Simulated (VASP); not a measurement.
A run of VASP 6.6.1:

File INCAR:

```
SYSTEM = Cs
PREC = Accurate
ENCUT = 500
EDIFF = 1E-6
ISMEAR = 1
SIGMA = 0.05
LREAL = .FALSE.
LASPH = .TRUE.
NELM = 120
ALGO = Normal
ISIF = 2
LWAVE = .FALSE.
LCHARG = .FALSE.
GGA = PS
NBANDS = 10
GGA_COMPAT = .FALSE.
```

Contents of KPOINTS:

```
Automatic mesh
0
G
  4 4 4
  0 0 0
```

File POSCAR:

```
Cs
1.0
    0.0000000000      2.3930461377      2.3930461377
    2.3930461377      0.0000000000      2.3930461377
    2.3930461377      2.3930461377      0.0000000000
Cs
1
Direct
    0.0000000000      0.0000000000      0.0000000000
```

Potentials or basis: VASP PAW PBE potentials, release 64 (Cs_sv).

Launch:

```sh
$ cat potpaw_PBE.64/Cs_sv/POTCAR > POTCAR
$ mpirun -np 1 vasp_std > vasp.out
```

Hardware: 1 thread of Intel(R) Xeon(R) Platinum 8488C (Sapphire Rapids), with other jobs on the host.

Problem. How long does it take, and how much memory?

Solution. Run time: 3.4 s on 1 thread of Intel(R) Xeon(R) Platinum 8488C (Sapphire Rapids) (shared host), peak memory 0.14 GiB. Counts: scf iterations 11, k points 8.
